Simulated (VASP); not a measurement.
A run of VASP 6.6.1 is set up as follows.

File POSCAR:

```
Si
1.0
    2.5311062263      0.0000000000      0.0000000000
    0.0000000000      2.5311062263      0.0000000000
    0.0000000000      0.0000000000      2.5311062263
Si
1
Direct
    0.5000000000      0.5000000000      0.5000000000
```

Contents of INCAR.step1:

```
SYSTEM = Si
ALGO = Normal
EDIFF = 1E-5
ENCUT = 520
GGA = PE
ISIF = 2
ISMEAR = -1
LASPH = .TRUE.
LREAL = .FALSE.
LWAVE = .TRUE.
NBANDS = 8
NELM = 60
PREC = Accurate
SIGMA = 0.05
```

The input INCAR.step2:

```
SYSTEM = Si
AEXX = 0.25
ALGO = Normal
EDIFF = 1E-6
ENCUT = 520
GGA = PS
ISIF = 2
ISMEAR = -1
ISTART = 1
LASPH = .TRUE.
LCHARG = .TRUE.
LELF = .TRUE.
LHFCALC = .TRUE.
LREAL = .FALSE.
LVHAR = .TRUE.
LWAVE = .FALSE.
NBANDS = 8
NELM = 60
PREC = Accurate
PRECFOCK = Normal
SIGMA = 0.05
```

File KPOINTS:

```
k-points
0
G
  5 5 5
  0 0 0
```

Potentials or basis: VASP PAW PBE potentials, release 64 (Si).

The run is started by

```sh
$ cat potpaw_PBE.64/Si/POTCAR > POTCAR
$ cp INCAR.step1 INCAR
$ mpirun -np 1 vasp_std > vasp.out
$ cp INCAR.step2 INCAR
$ mpirun -np 1 vasp_std > vasp.out
```

What does it give for the band gap on the k mesh?

Zero (bands 2 and 3 overlap by 10.44 eV).

Estimate the pressure.

-0.4 GPa.

Caveat: the k points lie up to 0.50 Å⁻¹ apart, too coarse for converged energies and pressures of a metal; the PAW data sets were made with another functional, which shifts forces and pressure a little.
